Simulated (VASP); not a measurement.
Crystal: CuO.

```
Cu O
1.0
     2.87950    0.00000    0.00000
     0.03907    2.87928    0.00000
     0.01750    0.01724    5.17634
Cu O
2 2
Direct
  0.50000 0.00000 0.50000
  0.00000 0.50000 0.00000
  0.00158 0.99833 0.25011
  0.99842 0.00167 0.74989
```

Program: VASP 6.6.1. Alike in all runs: task single point; level PBEsol; potentials or basis VASP PAW PBE potentials, release 64 (Cu, O); no spin polarisation; cell as given; cutoff (eV) 520; smearing gaussian 0.1 eV. Hardware: 1 thread of Intel(R) Xeon(R) 6975P-C (Granite Rapids), with other jobs on the host.

**Question.** Order these runs on this cell by their wall time, lowest first.
A. k mesh 7 × 7 × 4
B. k mesh 10 × 10 × 6
C. k mesh 14 × 14 × 8

**Answer.** A (42 s), B (150 s), C (330 s).
